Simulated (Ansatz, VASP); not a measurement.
**One calculation of Ru8N, two programs**

```
CELL_PARAMETERS angstrom
5.39519 0.00000 0.00000
-2.69759 4.67237 0.00000
0.00000 0.00000 25.03831
ATOMIC_POSITIONS crystal
Ru 0.33333 0.16667 0.15976
Ru 0.33333 0.66667 0.15976
Ru 0.83333 0.16667 0.15976
Ru 0.83333 0.66667 0.15976
Ru 0.16667 0.33333 0.24494
Ru 0.16667 0.83333 0.24494
Ru 0.66667 0.33333 0.24494
Ru 0.66667 0.83333 0.24494
Ru 0.33333 0.16667 0.32997
Ru 0.33333 0.66667 0.32997
Ru 0.83333 0.16667 0.32997
Ru 0.83333 0.66667 0.32997
Ru 0.16667 0.33333 0.41290
Ru 0.16667 0.83333 0.41290
Ru 0.66667 0.33333 0.41290
Ru 0.66667 0.83333 0.41290
N 0.33333 0.41667 0.53272
N 0.33333 0.41667 0.57665
```

Alike in both runs: task single point; functional PBE; dispersion D3(BJ); k mesh 6 × 6 × 1; occupations gaussian, width 0.1 eV; no spin polarisation.

|  | VASP | Ansatz |
| --- | --- | --- |
| version | VASP 6.6.1 | Ansatz 0.2.0 |
| potentials or method | VASP PAW PBE potentials, release 64 (Ru_pv, N), cutoff 520 eV | scalar-relativistic, plane waves, PAW |
| valence electrons in the cell | 234 | 266 |

|  | VASP | Ansatz | Ansatz less VASP |
| --- | --- | --- | --- |
| gap on the k mesh at the Fermi level (eV) | none | none | - |
| rms of the force components (eV/Å) | 0.480 | 0.225 | -0.2549 |
| work function, face that differs most (eV) | 5.08 | 5.08 | +0.004 |

Atom by atom the forces differ by 0.344 eV/Å (rms over components). A gap of «none» marks a metal or a gap that the smearing closes. One of these differences is far larger than is usual between the two programs; its cause wasn't traced. VASP's potentials hold 234 valence electrons a cell and Ansatz's 266, so a difference there can come from the potentials and not from the codes.

Noted on VASP's run: the standard files for N, O and F lose accuracy on very short bonds.
